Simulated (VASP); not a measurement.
# Si2P3 (P-3m1) in VASP: further runs, part 2 of 2

VASP 6.6.1.

### Step 3. Relaxation of cell and atoms, PBE

This run uses another cell than the first one, of 15.65 Å³/atom, 0.967 times its volume.

Input file INCAR:

```
  PREC = Accurate
  ENCUT = 600
  EDIFF = 1E-6
  ISMEAR = 0
  SIGMA = 0.1
  LREAL = False
  LASPH = True
  NELM = 100
  ALGO = Normal
  ISIF = 3
  LWAVE = False
  LCHARG = False
  GGA = PE
  IBRION = 2
  NSW = 90
  EDIFFG = -0.04
```

Input file KPOINTS:

```
Automatic mesh
0
Gamma
  6 6 4
```

Input file POSCAR:

```
Si2P3
1.0
    4.2137979996      0.0000000000      0.0000000000
   -2.1068989998      3.6492561140      0.0000000000
    0.0000000000      0.0000000000      5.0877724875
Si P
2 3
Direct
    0.3333333333      0.6666666667      0.1380000000
    0.6666666667      0.3333333333      0.8620000000
    0.0000000000      0.0000000000      0.0000000000
    0.3333333333      0.6666666667      0.6250000000
    0.6666666667      0.3333333333      0.3750000000
```

Potentials or basis: VASP PAW PBE potentials, release 64 (Si, P).

The run is started by

```console
cat potpaw_PBE.64/Si/POTCAR potpaw_PBE.64/P/POTCAR > POTCAR
mpirun -np 1 vasp_std > vasp.out
```

OUTCAR:

```text
PREC = Accurate
   ENCUT = 600
   EDIFF = 1E-6
   ISMEAR = 0
   LREAL = False
   LASPH = True
   NELM = 100
   ISIF = 3
   GGA = PE
   IBRION = 2
   NSW = 90
   EDIFFG = -0.04

 ion  position               nearest neighbor table
   1  0.333  0.667  0.138-   4 2.48   3 2.53   3 2.53   3 2.53   4 2.61   5 2.72   5 2.72   5 2.72
                             2 2.81   2 2.81   2 2.81
   2  0.667  0.333  0.862-   5 2.48   3 2.53   3 2.53   3 2.53   5 2.61   4 2.72   4 2.72   4 2.72
                             1 2.81   1 2.81   1 2.81
   3  0.000  0.000  0.000-   1 2.53   2 2.53   1 2.53   2 2.53   2 2.53   1 2.53
   4  0.333  0.667  0.625-   1 2.48   1 2.61   2 2.72   2 2.72   2 2.72   5 2.75   5 2.75   5 2.75

   5  0.667  0.333  0.375-   2 2.48   2 2.61   1 2.72   1 2.72   1 2.72   4 2.75   4 2.75   4 2.75

  LATTYP: Found a hexagonal cell.
 ALAT       =     4.2137979996
 C/A-ratio  =     1.2074077799

  Lattice vectors:

 A1 = (   4.2137979996,   0.0000000000,   0.0000000000)
 A2 = (  -2.1068989998,   3.6492561140,   0.0000000000)
 A3 = (   0.0000000000,   0.0000000000,   5.0877724875)

Analysis of symmetry for initial positions (statically):
=====================================================================
 Subroutine PRICEL returns:
 Original cell was already a primitive cell.

 Routine SETGRP: Setting up the symmetry group for a
 hexagonal supercell.

 Subroutine GETGRP returns: Found 12 space group operations
 (whereof 12 operations were pure point group operations)
 out of a pool of 24 trial point group operations.

The static configuration has the point symmetry D_3d.

Analysis of symmetry for dynamics (positions and initial velocities):
=====================================================================
 Subroutine PRICEL returns:
 Original cell was already a primitive cell.

 Routine SETGRP: Setting up the symmetry group for a
 hexagonal supercell.

 Subroutine GETGRP returns: Found 12 space group operations
 (whereof 12 operations were pure point group operations)
 out of a pool of 24 trial point group operations.

The dynamic configuration has the point symmetry D_3d.

 Subroutine INISYM returns: Found 12 space group operations
 (whereof 12 operations are pure point group operations),
 and found     1 'primitive' translations

----------------------------------------------------------------------------------------

[... 155 lines left out ...]
  Total        0.2033102      0.2033102      0.7982876      0.0000000     -0.0000000      0.0000000
  in kB        4.1635514      4.1635514     16.3479843      0.0000000     -0.0000000      0.0000000
  external PRESSURE =       8.2250290 kB  Pullay stress =       0.0000000 kB
[... 98 lines left out ...]
  FREE ENERGIE OF THE ION-ELECTRON SYSTEM (eV)
  ---------------------------------------------------
  free  energy   TOTEN  =       -24.2792711864 eV

  energy  without entropy=      -24.2698874528  energy(sigma->0) =      -24.27457932

 E-fermi :  10.0575     XC(G=0): -11.2077

 val. band max:        9.9002841839   @ k =   0.1667   0.0000   0.0000
 cond. band min:      10.0604176811   @ k =   0.1667   0.1667   0.2500
 fundamental gap:      0.1601334972
 Fermi energy:        10.0575120806

 k-point     1 :       0.0000    0.0000    0.0000
  band No.  band energies     occupation
      1      -6.2012      2.00000
      2      -2.7298      2.00000
      3      -2.4345      2.00000
      4       6.0952      2.00000
      5       6.0952      2.00000
      6       6.2437      2.00000
      7       6.8233      2.00000
      8       7.9628      2.00000
      9       7.9628      2.00000
     10       8.2354      2.00000
     11       8.6636      2.00000
     12       8.6636      2.00000
     13      11.2821      0.00000
     14      11.7128      0.00000
[... 401 lines left out ...]
      2      -2.1757      2.00000
      3      -1.0958      2.00000
      4       0.2497      2.00000
      5       0.2497      2.00000
      6       2.0023      2.00000
      7       5.8360      2.00000
      8       5.8360      2.00000
      9       7.0231      2.00000
     10       7.1905      2.00000
     11       7.1905      2.00000
     12       7.7267      2.00000
     13      13.3204      0.00000
     14      13.3204      0.00000
     15      14.2108      0.00000

[... ionic steps 4 to 42 ...]

--------------------------------------- Ionic step       43  -------------------------------------------

 number of electron      23.0000004 magnetization

------------------------ aborting loop because EDIFF is reached ----------------------------------------
[... 73 lines left out ...]
--------------------------------------- Ionic step       45  -------------------------------------------

 number of electron      23.0000003 magnetization

 Free energy of the ion-electron system (eV)
  ---------------------------------------------------
  ext. energy  EPLUGINS =         0.00000000
  ---------------------------------------------------
  free energy    TOTEN  =       -26.34171643 eV

  energy without entropy =      -26.33050401  energy(sigma->0) =      -26.33611022

 E-fermi :   7.7458     XC(G=0): -10.6204

 val. band max:        7.7016471449   @ k =   0.0000   0.3333   0.2500
 cond. band min:       7.7506106973   @ k =   0.1667   0.0000   0.5000
 fundamental gap:      0.0489635524
 Fermi energy:         7.7458227461

 k-point     1 :       0.0000    0.0000    0.0000
  band No.  band energies     occupation
      1      -6.7450      2.00000
      2      -5.0509      2.00000
      3      -3.8231      2.00000
      4       2.1459      2.00000
      5       3.1434      2.00000
      6       6.9134      2.00000
      7       6.9134      2.00000
      8       7.3164      2.00000
      9       7.3164      2.00000
     10       7.6096      1.94604
     11       7.6096      1.94604
     12       9.3649      0.00000
     13      10.6109      0.00000
     14      10.6257      0.00000
[... 445 lines left out ...]
  FREE ENERGIE OF THE ION-ELECTRON SYSTEM (eV)
  ---------------------------------------------------
  free  energy   TOTEN  =       -26.3417164254 eV

  energy  without entropy=      -26.3305040150  energy(sigma->0) =      -26.33611022

 reached required accuracy - stopping structural energy minimisation
```

OSZICAR:

```text
N       E                     dE             d eps       ncg     rms          rms(c)
DAV:   1     0.737762314572E+02    0.73776E+02   -0.10368E+04   720   0.143E+03
DAV:   2    -0.194763714436E+02   -0.93253E+02   -0.91834E+02   995   0.196E+02
DAV:   3    -0.240466682306E+02   -0.45703E+01   -0.44745E+01   979   0.414E+01
[... 418 lines left out ...]
DAV:   1    -0.263425777087E+02   -0.39597E-02   -0.71200E-02   825   0.166E+00    0.231E-01
DAV:   2    -0.263420307339E+02    0.54697E-03   -0.36803E-03   975   0.427E-01    0.116E-01
DAV:   3    -0.263417782336E+02    0.25250E-03   -0.50552E-04   874   0.130E-01    0.481E-02
DAV:   4    -0.263417170599E+02    0.61174E-04   -0.11647E-04   902   0.599E-02    0.258E-02
DAV:   5    -0.263417164254E+02    0.63453E-06   -0.47470E-06   889   0.146E-02
  45 F= -.26341716E+02 E0= -.26336110E+02  d E =-.309936E-02
```

CONTCAR:

```text
Si2P3
   1.00000000000000
     3.4693329177311107   -0.0000000000000000    0.0000000000000000
    -1.7346664588655556    3.0045304409057318    0.0000000000000012
    -0.0000000000000002   -0.0000000000000000    7.8073943160861443
  Si              P
     2     3
Direct
     0.3333333332999970    0.6666666667000030    0.1988437070743864
     0.6666666667000030    0.3333333332999970    0.8011562929256135
     0.0000000000000000    1.0000000000000000    0.0000000000000000
     0.3333333332999970    0.6666666667000030    0.6492527452522838
     0.6666666667000030    0.3333333332999970    0.3507472547477160

  0.00000000E+00  0.00000000E+00  0.00000000E+00
  0.00000000E+00  0.00000000E+00  0.00000000E+00
  0.00000000E+00  0.00000000E+00  0.00000000E+00
  0.00000000E+00  0.00000000E+00  0.00000000E+00
  0.00000000E+00  0.00000000E+00  0.00000000E+00
```

Run time: 16 min. Hardware: 1 thread of Intel Xeon Platinum 8488C (Sapphire Rapids), shared host; peak memory 0.24 GiB.

Results:

```
Free energy                            : -26.3417 eV
Relaxed volume                         : 16.28 Å³/atom
Relaxed cell                           : a = 3.469 Å, b = 3.469 Å, c = 7.807 Å, α = 90.00°, β = 90.00°, γ = 120.00°
Space group after relaxing (to 0.05 Å) : P-3m1 (No. 164)
Energy gained by relaxing              : 477.9 meV/atom
Ionic steps                            : 45
Pressure after relaxing                : -0.2 GPa
Largest force after relaxing           : 0.036 eV/Å
```

Forces on the atoms (eV/Å):
```
Si   0.000  0.000 -0.036
Si   0.000  0.000  0.036
P    0.000  0.000  0.000
P    0.000  0.000 -0.034
P    0.000  0.000  0.034
```

The path:
| step | energy change (eV) | largest force (eV/Å) | pressure (GPa) | volume (Å³) |
| --- | --- | --- | --- | --- |
| 1 | 0.0000 | 0.9500 | 0.82 | 78.24 |
| 3 | -0.3268 | 0.4396 | 0.18 | 81.92 |
| 5 | -0.4148 | 0.1116 | -0.33 | 81.72 |
| 7 | -0.5166 | 0.3246 | -0.57 | 82.86 |
| 9 | -0.5376 | 0.0643 | -0.62 | 82.18 |
| 11 | -0.5426 | 0.1294 | -0.03 | 81.23 |
| 13 | -0.5470 | 0.2490 | 0.92 | 79.93 |
| 15 | -0.5658 | 0.3624 | 1.73 | 78.70 |
| 17 | -0.5748 | 0.7805 | 8.54 | 73.77 |
| 19 | -0.5926 | 0.7302 | 5.61 | 75.50 |
| 21 | -0.6036 | 0.7503 | 6.43 | 75.02 |
| 23 | -0.6547 | 0.7112 | 9.53 | 73.08 |
| 25 | -0.6619 | 0.6256 | 11.00 | 72.36 |
| 27 | -0.7271 | 0.8118 | 12.76 | 71.77 |
| 29 | -0.7246 | 0.9987 | 13.50 | 71.58 |
| 31 | -0.9207 | 1.1901 | 10.74 | 73.39 |
| 33 | -1.4278 | 2.0337 | 2.37 | 81.53 |
| 35 | -1.6063 | 2.0279 | -0.18 | 84.02 |
| 37 | -1.9588 | 1.0564 | -9.20 | 92.26 |
| 39 | -2.2890 | 0.3715 | -3.52 | 85.57 |
| 41 | -2.3505 | 0.3896 | -0.46 | 82.61 |
| 43 | -2.3841 | 0.2392 | -0.01 | 81.68 |
| 45 | -2.3893 | 0.0363 | -0.18 | 81.38 |

Final structure:
```xyz
5
Lattice="3.4693 0.0000 0.0000 -1.7347 3.0045 0.0000 0.0000 0.0000 7.8074" Properties=species:S:1:pos:R:3 pbc="T T T"
Si    0.0000    2.0030    1.5525
Si    1.7347    1.0015    6.2549
P    -1.7347    3.0045    0.0000
P     0.0000    2.0030    5.0690
P     1.7347    1.0015    2.7384
```

Levels at points of the mesh, in eV from the Fermi level:
| k point | band 8 | band 9 | band 10 | band 11 | band 12 | band 13 | band 14 | band 15 |
| --- | --- | --- | --- | --- | --- | --- | --- | --- |
| (0.00, 0.00, 0.00) | -0.43 | -0.43 | -0.14 | -0.14 | 1.62 | 2.87 | 2.88 | 3.29 |
| (0.50, 0.00, 0.00) | -2.38 | -2.08 | -2.03 | -1.45 | -1.33 | -0.69 | 2.05 | 2.24 |
| (0.00, 0.00, 0.50) | -0.71 | -0.38 | -0.38 | -0.35 | -0.35 | 2.74 | 2.74 | 3.08 |
| (0.50, 0.00, 0.50) | -3.78 | -3.25 | -2.67 | -0.49 | 0.04 | 0.31 | 1.53 | 3.22 |

### Step 4. Relaxation of cell and atoms, PBE

This run uses another cell than the first one, of 16.11 Å³/atom, 0.996 times its volume.

Input file INCAR:

```
SYSTEM = Si2P3
ALGO = Normal
EDIFF = 1E-6
EDIFFG = -0.01
ENCUT = 600
GGA = PE
IBRION = 2
ISIF = 3
ISMEAR = 0
LASPH = .TRUE.
LCHARG = .FALSE.
LREAL = .FALSE.
LWAVE = .FALSE.
NELM = 80
NSW = 100
PREC = Accurate
SIGMA = 0.1
```

Input file KPOINTS:

```
k-points
0
G
  12 12 6
  0 0 0
```

Input file POSCAR:

```
Si2P3
1.0
    3.4650425768      0.0000000000      0.0000000000
   -1.7325212884      3.0008148967      0.0000000000
    0.0000000000      0.0000000000      7.7479547668
Si P
2 3
Direct
    0.3333333333      0.6666666667      0.1987595902
    0.6666666667      0.3333333333      0.8012404098
    0.0000000000      0.0000000000      0.0000000000
    0.3333333333      0.6666666667      0.6455489993
    0.6666666667      0.3333333333      0.3544510007
```

The run is started by

```console
cat potpaw_PBE.64/Si/POTCAR potpaw_PBE.64/P/POTCAR > POTCAR
mpirun -np 1 vasp_std > vasp.out
```

It took 5.8 min on 1 thread of Intel Xeon Platinum 8488C (Sapphire Rapids), shared host; peak memory 0.29 GiB.

The run converged. Its results:

```
Free energy                            : -26.3284 eV
Relaxed volume                         : 16.19 Å³/atom
Relaxed cell                           : a = 3.465 Å, b = 3.465 Å, c = 7.783 Å, α = 90.00°, β = 90.00°, γ = 120.00°
Space group after relaxing (to 0.05 Å) : P-3m1 (No. 164)
Energy gained by relaxing              : 0.4 meV/atom
Ionic steps                            : 5
Pressure after relaxing                : 0.0 GPa
```

Step by step:
```tsv
step	energy change (eV)	largest force (eV/Å)	pressure (GPa)	volume (Å³)
1	0.0000	0.1192	0.27	80.56
2	-0.0015	0.0721	-0.06	80.87
3	-0.0018	0.0401	-0.28	81.09
4	-0.0020	0.0236	0.14	80.86
5	-0.0021	0.0016	0.00	80.94
```

Final structure:
```
Si P
1.0
     3.46533    0.00000    0.00000
    -1.73267    3.00106    0.00000
     0.00000    0.00000    7.78289
Si P
2 3
Direct
  0.33333 0.66667 0.20041
  0.66667 0.33333 0.79959
  0.00000 0.00000 0.00000
  0.33333 0.66667 0.64560
  0.66667 0.33333 0.35440
```

Levels at points of the mesh, in eV from the Fermi level:
```csv
k point,band 7,band 8,band 9,band 10,band 11,band 12,band 13,band 14,band 15
"(0.00, 0.00, 0.00)",-0.86,-0.40,-0.40,-0.10,-0.10,1.57,2.86,2.88,2.88
"(0.50, 0.00, 0.00)",-3.47,-2.39,-2.06,-2.05,-1.55,-1.38,-0.75,1.97,2.25
"(0.00, 0.00, 0.50)",-0.75,-0.75,-0.35,-0.35,-0.31,-0.31,2.72,2.72,3.04
"(0.50, 0.00, 0.50)",-4.26,-3.89,-3.21,-2.72,-0.48,0.05,0.30,1.45,3.23
```

### Step 5. Summary

```csv
task,cell,k mesh,cutoff (eV),gap on the mesh (eV),pressure (GPa),relaxed volume (Å³/atom),largest force (eV/Å)
single point,"a = 3.466, b = 3.466, c = 7.774 Å, angles 90.0, 90.0, 120.0°, 5 atoms",12 × 12 × 6,520,none,-0.1,-,0.02
relaxation of cell and atoms,"relaxed from a = 4.214, b = 4.214, c = 5.088 Å, angles 90.0, 90.0, 120.0°, 5 atoms",6 × 6 × 4,600,none,-0.2,16.28,0.04
relaxation of cell and atoms,"relaxed from a = 3.465, b = 3.465, c = 7.748 Å, angles 90.0, 90.0, 120.0°, 5 atoms",12 × 12 × 6,600,none,0.0,16.19,-
```

Alike in all rows: level PBE; potentials or basis VASP PAW PBE potentials, release 64 (Si, P); no spin polarisation; smearing gaussian 0.1 eV.

Absolute energies hang on the potentials; compare differences alone.
